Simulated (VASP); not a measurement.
# Cr3Ni (Fm-3m) in VASP: a series of runs

Runs on Cr3Ni. Level: LDA. Tasks: single point.

All numbers are computed with VASP 6.6.1; they aren't measurements. Logs are shortened: lines on timing, memory, paths and dates and some standing lists are left out, and cuts for length are marked.

### Step 1. The cell of the first run

Symmetry: Fm-3m, No. 225, cubic system. The conventional cell has a = 5.760 Å, b = 5.760 Å, c = 5.760 Å, α = 90.00°, β = 90.00°, γ = 90.00°. Within 3.3 Å of Cr (site symmetry -43m) lie 10 Cr at 2.49 to 2.88 Å and 4 Ni at 2.49 Å. Within 3.3 Å of Cr (site symmetry m-3m) lie 8 Cr at 2.49 Å and 6 Ni at 2.88 Å. Within 3.3 Å of Ni (site symmetry m-3m) lie 14 Cr at 2.49 to 2.88 Å.

### Step 2. Single point, LDA, collinear spin, ferromagnetic start

INCAR

```
PREC = Accurate ; ENCUT = 600
EDIFF = 1E-6 ; ISMEAR = -1
SIGMA = 0.05 ; LREAL = F
LASPH = T ; NELM = 200
ALGO = Normal ; ISIF = 2
LWAVE = F ; LCHARG = F
ISPIN = 2 ; MAGMOM = 2.1 2.1 2.1 1
LORBIT = 11 ; LMAXMIX = 4
NBANDS = 35 ; GGA_COMPAT = F
```

KPOINTS

```
regular mesh
0
Gamma
  6 6 6
```

POSCAR

```
Cr3Ni
1.0
    0.0000000000      2.8799330000      2.8799330000
    2.8799330000      0.0000000000      2.8799330000
    2.8799330000      2.8799330000      0.0000000000
Cr Ni
3 1
Direct
    0.7500000000      0.7500000000      0.7500000000
    0.2500000000      0.2500000000      0.2500000000
    0.5000000000      0.5000000000      0.5000000000
    0.0000000000      0.0000000000      0.0000000000
```

Potentials or basis: VASP PAW LDA potentials, release 64 (Cr_pv, Ni).

Command:

```sh
$ cat potpaw_LDA.64/Cr_pv/POTCAR potpaw_LDA.64/Ni/POTCAR > POTCAR
$ mpirun -np 1 vasp_std > vasp.out
```

OUTCAR:

```text
PREC = Accurate
   ENCUT = 600
   EDIFF = 1E-6
   ISMEAR = -1
   LREAL = F
   LASPH = T
   NELM = 200
   ISIF = 2
   ISPIN = 2
   LORBIT = 11

 ion  position               nearest neighbor table
   1  0.750  0.750  0.750-   3 2.49   3 2.49   3 2.49   4 2.49   4 2.49   4 2.49   3 2.49   4 2.49
                             2 2.88   2 2.88   2 2.88   2 2.88   2 2.88   2 2.88
   2  0.250  0.250  0.250-   4 2.49   4 2.49   3 2.49   4 2.49   3 2.49   3 2.49   4 2.49   3 2.49
                             1 2.88   1 2.88   1 2.88   1 2.88   1 2.88   1 2.88
   3  0.500  0.500  0.500-   2 2.49   2 2.49   1 2.49   2 2.49   1 2.49   1 2.49   2 2.49   1 2.49
                             4 2.88   4 2.88   4 2.88   4 2.88   4 2.88   4 2.88
   4  0.000  0.000  0.000-   1 2.49   1 2.49   1 2.49   2 2.49   2 2.49   2 2.49   1 2.49   2 2.49
                             3 2.88   3 2.88   3 2.88   3 2.88   3 2.88   3 2.88

  LATTYP: Found a face centered cubic cell.
 ALAT       =     5.7598660000

  Lattice vectors:

 A1 = (   0.0000000000,   2.8799330000,   2.8799330000)
 A2 = (   2.8799330000,   0.0000000000,   2.8799330000)
 A3 = (   2.8799330000,   2.8799330000,   0.0000000000)

Analysis of symmetry for initial positions (statically):
=====================================================================
 Subroutine PRICEL returns:
 Original cell was already a primitive cell.

 Routine SETGRP: Setting up the symmetry group for a
 face centered cubic supercell.

 Subroutine GETGRP returns: Found 48 space group operations
 (whereof 48 operations were pure point group operations)
 out of a pool of 48 trial point group operations.

The static configuration has the point symmetry O_h .

Analysis of symmetry for dynamics (positions and initial velocities):
=====================================================================
 Subroutine PRICEL returns:
 Original cell was already a primitive cell.

 Routine SETGRP: Setting up the symmetry group for a
 face centered cubic supercell.

 Subroutine GETGRP returns: Found 48 space group operations
 (whereof 48 operations were pure point group operations)
 out of a pool of 48 trial point group operations.

The dynamic configuration has the point symmetry O_h .

Analysis of structural, dynamic, and magnetic symmetry:
=====================================================================
 Subroutine PRICEL returns:
 Original cell was already a primitive cell.

 Routine SETGRP: Setting up the symmetry group for a
 face centered cubic supercell.

 Subroutine GETGRP returns: Found 48 space group operations
 (whereof 48 operations were pure point group operations)
 out of a pool of 48 trial point group operations.

The overall configuration has the point symmetry O_h .
[... 124 lines left out ...]
   LRPA    =     F    only Hartree local field effects (RPA)
 spin polarized calculation
  energy-cutoff  :      600.00
  volume of cell :       47.77
 maximum number of plane-waves:      1639
 NGX is ok and might be reduce to    36
   NGX = 17   NGY = 17   NGZ = 17

 number of electron      45.9999995 magnetization       2.6106264

 Free energy of the ion-electron system (eV)
  ---------------------------------------------------
  ext. energy  EPLUGINS =         0.00000000
  ---------------------------------------------------
  free energy    TOTEN  =       -37.29094275 eV

  energy without entropy =      -37.24679458  energy(sigma->0) =      -37.26886867

 E-fermi :   9.7615     XC(G=0): -13.6195

 val. band max:        9.7561119966   @ k =   0.5000   0.3333   0.1667
 cond. band min:       9.8040823415   @ k =  -0.3333   0.1667   0.0000
 fundamental gap:      0.0479703450
 Fermi energy:         9.7614538097

 spin component 1

 k-point     1 :       0.0000    0.0000    0.0000
  band No.  band energies     occupation
      1     -33.4925      1.00000
      2     -33.4925      1.00000
      3     -33.4925      1.00000
      4     -33.4157      1.00000
      5     -33.4157      1.00000
      6     -33.4157      1.00000
[... 597 lines left out ...]
     34      14.3707      0.00000
     35      14.3724      0.00000
 Fermi energy:         9.7614538097

 spin component 2

 k-point     1 :       0.0000    0.0000    0.0000
  band No.  band energies     occupation
      1     -33.1048      1.00000
      2     -33.1048      1.00000
      3     -33.1048      1.00000
      4     -32.2556      1.00000
      5     -32.2556      1.00000
      6     -32.2556      1.00000
[... 597 lines left out ...]
     34      14.9037      0.00000
     35      16.2190      0.00000

------------------------ aborting loop because EDIFF is reached ----------------------------------------

  FORCE on cell =-STRESS in cart. coord.  units (eV):
  Direction    XX          YY          ZZ          XY          YZ          ZX
  --------------------------------------------------------------------------------------
  -------------------------------------------------------------------------------------
  Total       -5.9607635     -5.9607635     -5.9607635     -0.0000000      0.0000000      0.0000000
  in kB     -199.9103716   -199.9103716   -199.9103716     -0.0000000      0.0000000      0.0000000
  external PRESSURE =    -199.9103716 kB  Pullay stress =       0.0000000 kB

 VOLUME and BASIS-vectors are now :
 -----------------------------------------------------------------------------
  energy-cutoff  :      600.00
  volume of cell :       47.77
      direct lattice vectors                 reciprocal lattice vectors
     0.000000000  2.879933000  2.879933000    -0.173615150  0.173615150  0.173615150
     2.879933000  0.000000000  2.879933000     0.173615150 -0.173615150  0.173615150
     2.879933000  2.879933000  0.000000000     0.173615150  0.173615150 -0.173615150

 POSITION                                       TOTAL-FORCE (eV/Angst)
 -----------------------------------------------------------------------------------
      4.31990      4.31990      4.31990        -0.000000     -0.000000     -0.000000
      1.43997      1.43997      1.43997         0.000000      0.000000      0.000000
      2.87993      2.87993      2.87993        -0.000000      0.000000      0.000000
      0.00000      0.00000      0.00000        -0.000000      0.000000      0.000000
 -----------------------------------------------------------------------------------
    total drift:                                0.000000      0.000000      0.000000

  FREE ENERGIE OF THE ION-ELECTRON SYSTEM (eV)
  ---------------------------------------------------
  free  energy   TOTEN  =       -37.2909427545 eV

  energy  without entropy=      -37.2467945773  energy(sigma->0) =      -37.26886867

 total charge

# of ion       s       p       d       tot
------------------------------------------
    1        0.389   6.345   4.147  10.882
    2        0.389   6.345   4.147  10.882
    3        0.422   6.328   4.230  10.980
    4        0.546   0.581   8.295   9.422
--------------------------------------------------
tot          1.746  19.600  20.819  42.165

 magnetization (x)

# of ion       s       p       d       tot
------------------------------------------
    1        0.008   0.014   1.311   1.334
    2        0.008   0.014   1.311   1.334
    3       -0.009   0.023  -0.663  -0.649
    4       -0.002   0.007   0.473   0.478
--------------------------------------------------
tot          0.005   0.059   2.433   2.497
```

Run time: 4.2 min. Hardware: 1 thread of Intel Xeon 8259CL, shared host; peak memory 0.21 GiB.

What came out:

```
Free energy                                           : -37.2909 eV
Pressure                                              : -20.0 GPa
Net moment                                            : 2.61 μB per cell
Site moments                                          : Cr +1.33, -0.65; Ni +0.48 μB
Valence electrons inside the program's atomic spheres : Cr 10.88, 10.98; Ni 9.42
```

### Step 3. Single point, LDA, collinear spin, ferromagnetic start

INCAR

```
SYSTEM = Cr3Ni
ALGO = Normal ; EDIFF = 1E-6
ENCUT = 600 ; GGA = CA
GGA_COMPAT = .False. ; ISIF = 2
ISMEAR = -1 ; ISPIN = 2
LASPH = .True. ; LCHARG = .True.
LELF = .True. ; LMAXMIX = 4
LORBIT = 11 ; LREAL = .False.
LVHAR = .True. ; LWAVE = .False.
MAGMOM = 2.1 2.1 2.1 1 ; NBANDS = 35
NELM = 200 ; PREC = Accurate
SIGMA = 0.05
```

KPOINTS

```
k-points
0
Gamma
  6 6 6
  0 0 0
```

POSCAR is that of step 2.

Potentials or basis: VASP PAW LDA potentials, release 64 (Cr_pv, Ni).

Command:

```sh
$ cat potpaw_LDA.64/Cr_pv/POTCAR potpaw_LDA.64/Ni/POTCAR > POTCAR
$ mpirun -np 1 vasp_std > vasp.out
```

Run time: 4.1 min. Hardware: 1 thread of Intel Xeon 8259CL, shared host; peak memory 0.22 GiB.

The run converged. Its results:

```yaml
Free_energy: -37.2909 eV
Pressure: -20.0 GPa
Net_moment: 2.61 μB per cell
Site_moments: Cr +1.33, -0.65; Ni +0.48 μB
Valence_electrons_inside_the_program's_atomic_spheres: Cr 10.88, 10.98; Ni 9.42
```

Levels at points of the mesh, in eV from the Fermi level:
Spin up:
```tsv
k point	band 20	band 21	band 22	band 23	band 24	band 25	band 26	band 27	band 28	band 29
(0.00, 0.00, 0.00)	-1.18	-1.18	-0.94	-0.94	1.01	1.01	1.41	1.41	1.48	1.48
(0.50, 0.00, 0.00)	-1.97	-1.95	-0.50	-0.50	0.07	0.07	0.59	1.10	1.10	1.51
(0.50, 0.50, 0.00)	-1.01	-0.81	-0.81	-0.65	0.26	0.59	0.73	0.73	0.95	0.99
```
Spin down:
| k point | band 18 | band 19 | band 20 | band 21 | band 22 | band 23 | band 24 | band 25 | band 26 | band 27 |
| --- | --- | --- | --- | --- | --- | --- | --- | --- | --- | --- |
| (0.00, 0.00, 0.00) | -1.92 | -1.05 | -1.05 | -1.05 | -0.29 | -0.29 | 1.37 | 1.37 | 2.16 | 2.16 |
| (0.50, 0.00, 0.00) | -2.42 | -1.70 | -1.70 | -1.67 | 0.40 | 0.40 | 1.03 | 1.03 | 1.39 | 1.39 |
| (0.50, 0.50, 0.00) | -1.11 | -1.06 | -0.72 | -0.01 | 0.19 | 0.19 | 0.32 | 0.96 | 0.96 | 1.38 |
